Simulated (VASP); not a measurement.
# GaN in VASP: notebook, part 2 of 2

VASP 6.6.1. Earlier steps stand in the parts before.

### Step 4. Single point, PBEsol (equal xy, yz and zx shear strains of +2 %)

Contents of INCAR:

```
SYSTEM = GaN
ALGO = Normal
EDIFF = 1E-6
ENCUT = 520
GGA = PS
ISIF = 2
ISMEAR = -1
LASPH = .TRUE.
LCHARG = .FALSE.
LREAL = .FALSE.
LWAVE = .FALSE.
NBANDS = 16
NELM = 100
PREC = Accurate
SIGMA = 0.02
```

Contents of KPOINTS:

```
k-points
0
G
  10 10 10
  0 0 0
```

Contents of POSCAR:

```
GaN
1.0
    0.0398500000      2.0124250000      2.0124250000
    2.0124250000      0.0398500000      2.0124250000
    2.0124250000      2.0124250000      0.0398500000
Ga N
1 1
Direct
    0.5000000000      0.5000000000      0.5000000000
    0.0000000000      0.0000000000      0.0000000000
```

Potentials or basis: VASP PAW PBE potentials, release 64 (Ga_d, N).

Command:

```
> cat potpaw_PBE.64/Ga_d/POTCAR potpaw_PBE.64/N/POTCAR > POTCAR
> mpirun -np 1 vasp_std > vasp.out
```

OUTCAR:

```text
SYSTEM = GaN
   EDIFF = 1E-6
   ENCUT = 520
   GGA = PS
   ISIF = 2
   ISMEAR = -1
   LASPH = .TRUE.
   LREAL = .FALSE.
   NELM = 100
   PREC = Accurate

 ion  position               nearest neighbor table
   1  0.500  0.500  0.500-   2 1.99   2 1.99   2 1.99   2 1.99   2 1.99   2 1.99
   2  0.000  0.000  0.000-   1 1.99   1 1.99   1 1.99   1 1.99   1 1.99   1 1.99

  LATTYP: Found a trigonal (rhomboedric) cell.
 ALAT       =     2.8462777067
 COS(alpha) =     0.5197000882

  Lattice vectors:

[... 626 lines left out ...]
      3      -3.5732      2.00000
      4      -3.5319      2.00000
      5      -3.3895      2.00000
      6      -2.8254      2.00000
[... 8 lines left out ...]
     15      37.2969      0.00000
     16      39.4408      0.00000

 [... further k-points ...]
[... 5 lines left out ...]
  --------------------------------------------------------------------------------------
  -------------------------------------------------------------------------------------
  Total        5.8775877      5.8775877      5.8775877     -0.5394797     -0.5394797     -0.5394797
  in kB      595.4073007    595.4073007    595.4073007    -54.6499958    -54.6499958    -54.6499958
  external PRESSURE =     595.4073007 kB  Pullay stress =       0.0000000 kB

 VOLUME and BASIS-vectors are now :
 -----------------------------------------------------------------------------
  energy-cutoff  :      520.00
  volume of cell :       15.82
      direct lattice vectors                 reciprocal lattice vectors
     0.039850000  2.012425000  2.012425000    -0.255960843  0.250990730  0.250990730
     2.012425000  0.039850000  2.012425000     0.250990730 -0.255960843  0.250990730
     2.012425000  2.012425000  0.039850000     0.250990730  0.250990730 -0.255960843

 POSITION                                       TOTAL-FORCE (eV/Angst)
 -----------------------------------------------------------------------------------
      2.03235      2.03235      2.03235         0.000000     -0.000000     -0.000000
      0.00000      0.00000      0.00000        -0.000000      0.000000      0.000000
 -----------------------------------------------------------------------------------
    total drift:                                0.000000     -0.000000      0.000000

  FREE ENERGIE OF THE ION-ELECTRON SYSTEM (eV)
  ---------------------------------------------------
  free  energy   TOTEN  =       -11.7640349776 eV

  energy  without entropy=      -11.7640349776  energy(sigma->0) =      -11.76403498
```

OSZICAR:

```text
N       E                     dE             d eps       ncg     rms          rms(c)
DAV:   1     0.747271998280E+02    0.74727E+02   -0.88649E+03  4152   0.225E+03
DAV:   2    -0.944701494340E+01   -0.84174E+02   -0.78539E+02  4288   0.335E+02
DAV:   3    -0.136276918922E+02   -0.41807E+01   -0.41666E+01  4168   0.631E+01
DAV:   4    -0.136634519546E+02   -0.35760E-01   -0.35756E-01  4632   0.595E+00
DAV:   5    -0.136637771700E+02   -0.32522E-03   -0.32521E-03  4320   0.535E-01    0.751E+00
DAV:   6    -0.118253519222E+02    0.18384E+01   -0.35563E+00  5496   0.471E+01    0.252E+00
DAV:   7    -0.117888682579E+02    0.36484E-01   -0.29277E-01  4288   0.511E+00    0.162E+00
DAV:   8    -0.117657019788E+02    0.23166E-01   -0.23372E-02  5008   0.261E+00    0.357E-01
DAV:   9    -0.117641026086E+02    0.15994E-02   -0.55813E-03  5048   0.239E+00    0.759E-02
DAV:  10    -0.117640379532E+02    0.64655E-04   -0.31788E-04  4152   0.221E-01    0.268E-02
DAV:  11    -0.117640344256E+02    0.35276E-05   -0.46758E-05  4824   0.100E-01    0.179E-02
DAV:  12    -0.117640349776E+02   -0.55200E-06   -0.14273E-06  3504   0.126E-02
   1 F= -.11764035E+02 E0= -.11764035E+02  d E =-.966018E-12
```

Wall time 22 s (1 thread of Intel Xeon Platinum 8488C (Sapphire Rapids), shared host); peak memory 0.15 GiB.

Results:

```yaml
Free_energy: -11.7640 eV
Pressure: 59.5 GPa
Band_gap_on_the_k_mesh: 1.61 eV, indirect (least direct gap 5.03 eV)
```

Stress tensor (GPa, compression positive):
```
59.54 -5.46 -5.46
-5.46 59.54 -5.46
-5.46 -5.46 59.54
```

Caveat: the cell differs from its parent crystal (equal xy, yz and zx shear strains of +2 %); the PAW data sets were made with another functional, which shifts forces and pressure a little.

### Step 5. Single point, PBEsol (zz strain of -2 %)

Contents of INCAR:

```
SYSTEM = GaN
ALGO = Normal
EDIFF = 1E-7
ENCUT = 520
GGA = PS
ISIF = 2
ISMEAR = -1
LASPH = .True.
LCHARG = .False.
LREAL = .False.
LWAVE = .False.
NBANDS = 16
NELM = 80
PREC = Accurate
SIGMA = 0.02
```

Contents of KPOINTS:

```
k-points
0
Gamma
  10 10 10
  0 0 0
```

Contents of POSCAR:

```
GaN
1.0
    0.0000000000      1.9925000000      1.9526500000
    1.9925000000      0.0000000000      1.9526500000
    1.9925000000      1.9925000000      0.0000000000
Ga N
1 1
Direct
    0.5000000000      0.5000000000      0.5000000000
    0.0000000000      0.0000000000      0.0000000000
```

Command:

```
> cat potpaw_PBE.64/Ga_d/POTCAR potpaw_PBE.64/N/POTCAR > POTCAR
> mpirun -np 1 vasp_std > vasp.out
```

Run time: 36 s. Hardware: 1 thread of Intel Xeon 8259CL, shared host; peak memory 0.16 GiB.

The run converged. Its results:

```
Free energy            : -11.6470 eV
Pressure               : 69.7 GPa
Band gap on the k mesh : 1.66 eV, indirect (least direct gap 5.47 eV)
```

Stress tensor (GPa, compression positive):
```
65.97  0.00  0.00
 0.00 65.97  0.00
 0.00  0.00 77.19
```

Levels at points of the mesh, in eV from the valence-band top:
```tsv
k point	band 7	band 8	band 9	band 10	band 11	band 12
(0.00, 0.00, 0.00)	-0.95	-0.76	-0.76	4.71	15.76	15.76
(0.50, 0.00, 0.00)	-9.33	-0.23	-0.08	5.42	9.87	10.40
(0.50, 0.50, 0.00)	-8.86	-4.04	-4.04	1.66	7.71	14.05
(0.50, 0.00, 0.50)	-8.94	-4.03	-3.73	1.94	8.00	13.82
```

Caveat: the cell differs from its parent crystal (zz strain of -2 %); the PAW data sets were made with another functional, which shifts forces and pressure a little. A k mesh can miss the band edges.

### Step 6. Single point, PBEsol (zz strain of -1 %)

Contents of INCAR:

```
SYSTEM = GaN
  PREC = Accurate
  ENCUT = 520
  EDIFF = 1E-6
  ISMEAR = -1
  SIGMA = 0.02
  LREAL = .False.
  LASPH = .True.
  NELM = 80
  ALGO = Normal
  ISIF = 2
  LWAVE = .False.
  LCHARG = .False.
  GGA = PS
  NBANDS = 16
```

Contents of KPOINTS:

```
regular mesh
0
Gamma
  10 10 10
  0 0 0
```

Contents of POSCAR:

```
GaN
1.0
    0.0000000000      1.9925000000      1.9725750000
    1.9925000000      0.0000000000      1.9725750000
    1.9925000000      1.9925000000      0.0000000000
Ga N
1 1
Direct
    0.5000000000      0.5000000000      0.5000000000
    0.0000000000      0.0000000000      0.0000000000
```

Potentials or basis: VASP PAW PBE potentials, release 64 (Ga_d, N).

Command:

```
> cat potpaw_PBE.64/Ga_d/POTCAR potpaw_PBE.64/N/POTCAR > POTCAR
> mpirun -np 1 vasp_std > vasp.out
```

Run time: 38 s. Hardware: 1 thread of Intel Xeon 8259CL, shared host; peak memory 0.16 GiB.

It converged, with:

```yaml
Free_energy: -11.7187 eV
Pressure: 64.3 GPa
Band_gap_on_the_k_mesh: 1.69 eV, indirect (least direct gap 5.34 eV)
```

Stress tensor (GPa, compression positive):
```
62.58  0.00  0.00
 0.00 62.58  0.00
 0.00  0.00 67.87
```

Levels at points of the mesh, in eV from the valence-band top:
| k point | band 6 | band 7 | band 8 | band 9 | band 10 | band 11 | band 12 | band 13 |
| --- | --- | --- | --- | --- | --- | --- | --- | --- |
| (0.00, 0.00, 0.00) | -13.80 | -0.85 | -0.76 | -0.76 | 4.59 | 15.73 | 15.73 | 15.81 |
| (0.50, 0.00, 0.00) | -13.58 | -9.27 | -0.18 | -0.11 | 5.40 | 9.95 | 10.20 | 12.04 |
| (0.50, 0.50, 0.00) | -10.34 | -8.78 | -3.92 | -3.92 | 1.69 | 7.81 | 13.88 | 16.92 |
| (0.50, 0.00, 0.50) | -10.46 | -8.82 | -3.92 | -3.77 | 1.83 | 7.95 | 13.77 | 16.85 |

Caveat: the cell differs from its parent crystal (zz strain of -1 %); the PAW data sets were made with another functional, which shifts forces and pressure a little. A k mesh can miss the band edges.

### Step 7. Overview

```tsv
cell	gap on the mesh (eV)	pressure (GPa)
a = 2.836 Å, angles 60.0°, 2 atoms	1.58	50.3
a = 2.873 Å, angles 60.0°, 2 atoms	1.31	34.6
a = 2.846 Å, angles 58.7°, 2 atoms	1.61	59.5
a = 2.790, b = 2.790, c = 2.818 Å, angles 59.7, 59.7, 60.7°, 2 atoms	1.66	69.7
a = 2.804, b = 2.804, c = 2.818 Å, angles 59.8, 59.8, 60.3°, 2 atoms	1.69	64.3
```

Alike in all rows: task single point; level PBEsol; potentials or basis VASP PAW PBE potentials, release 64 (Ga_d, N); no spin polarisation; k mesh 10 × 10 × 10; cutoff (eV) 520; smearing fermi-dirac 0.02 eV.

Caveats: the PAW data sets were made with another functional, which shifts forces and pressure a little.

Absolute energies hang on the potentials; compare differences alone.
